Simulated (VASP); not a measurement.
Wanted: the native input for a VASP 6.6.1 run.

| Item | Value |
| --- | --- |
| Task | single point |
| Functional | r2SCAN |
| Potentials or basis | VASP PAW PBE potentials, release 64 (Al, Ga_d, N) |
| Cutoff | 520 eV |
| k mesh | 6 × 8 × 4 |
| Occupations | gaussian, width 0.05 eV |
| Spin | no spin polarisation |
| Dipole correction | no |
| Further INCAR settings | ALGO = Normal; EDIFF = 1e-06; NBANDS = 31 |

Al3GaN4:

```
Al Ga N
1.0
     5.03808    0.00000    0.00006
     0.00000    3.12495    0.00000
    -0.00329    0.00000    5.41039
Al Ga N
3 1 4
Direct
  0.50022 0.50000 0.16726
  0.00067 0.50000 0.83490
  0.00100 0.00000 0.33164
  0.45739 0.06788 0.66620
  0.11071 0.00000 0.66632
  0.12268 0.50000 0.16713
  0.62541 0.50000 0.84068
  0.62341 0.00000 0.32586
```

This cell differs from its parent crystal: all Ga atoms moved -0.300 Å, as atom 4 along Cartesian [1 -1 0].

The input as run:

POSCAR

```
Al3GaN4
1.0
    5.0380821985      0.0000000000      0.0000609633
    0.0000000000      3.1249488273      0.0000000000
   -0.0032907418      0.0000000000      5.4103929818
Al Ga N
3 1 4
Direct
    0.5002216625      0.5000000000      0.1672550745
    0.0006683705      0.5000000000      0.8349019374
    0.0010043255      0.0000000000      0.3316444641
    0.4573889765      0.0678833626      0.6662049384
    0.1107069781      0.0000000000      0.6663170124
    0.1226755900      0.5000000000      0.1671322918
    0.6254135993      0.5000000000      0.8406810063
    0.6234137866      0.0000000000      0.3258647496
```

INCAR.step1

```
PREC     = Accurate       # precision mode
ENCUT    = 520            # plane-wave cutoff, eV
ISMEAR   = 0              # smearing method
SIGMA    = 0.05           # smearing width, eV
LREAL    = F              # projectors in reciprocal space
LASPH    = T              # aspherical terms in the spheres
NELM     = 60             # most SCF steps
NBANDS   = 31             # bands
GGA      = PE             # functional
ALGO     = Normal         # electronic algorithm
EDIFF    = 1E-4           # SCF threshold, eV
LWAVE    = T              # write WAVECAR
LCHARG   = F              # write CHGCAR
```

INCAR.step2

```
PREC     = Accurate       # precision mode
ENCUT    = 520            # plane-wave cutoff, eV
EDIFF    = 1E-6           # SCF threshold, eV
ISMEAR   = 0              # smearing method
SIGMA    = 0.05           # smearing width, eV
LREAL    = F              # projectors in reciprocal space
LASPH    = T              # aspherical terms in the spheres
NELM     = 60             # most SCF steps
ALGO     = Normal         # electronic algorithm
ISIF     = 2              # what is computed and relaxed
LWAVE    = F              # write WAVECAR
LCHARG   = F              # write CHGCAR
METAGGA  = R2SCAN         # meta-GGA
LMIXTAU  = T            
NBANDS   = 31             # bands
ISTART   = 1
```

KPOINTS

```
Automatic mesh
0
Gamma
  6 8 4
```

Potentials or basis: VASP PAW PBE potentials, release 64 (Al, Ga_d, N).

Run with:

```bash
$ cat potpaw_PBE.64/Al/POTCAR potpaw_PBE.64/Ga_d/POTCAR potpaw_PBE.64/N/POTCAR > POTCAR
$ cp INCAR.step1 INCAR
$ mpirun -np 1 vasp_std > vasp.out
$ cp INCAR.step2 INCAR
$ mpirun -np 1 vasp_std > vasp.out
```

It gave:

| Quantity | Value |
| --- | --- |
| Pressure | 2.6 GPa |
| Largest force | 5.394 eV/Å |
| Band gap on the k mesh | 3.59 eV |

Caveat: the cell differs from its parent crystal (all Ga atoms moved -0.300 Å, as atom 4 along Cartesian [1 -1 0]); the stress differs along the axes, from -1 to 9 GPa; the PAW data sets were made with another functional, which shifts forces and pressure a little.

It took 9.4 min on 1 thread of AMD EPYC 9R45 96-Core Processor (Zen 5), on a shared host, peak memory 0.33 GiB.
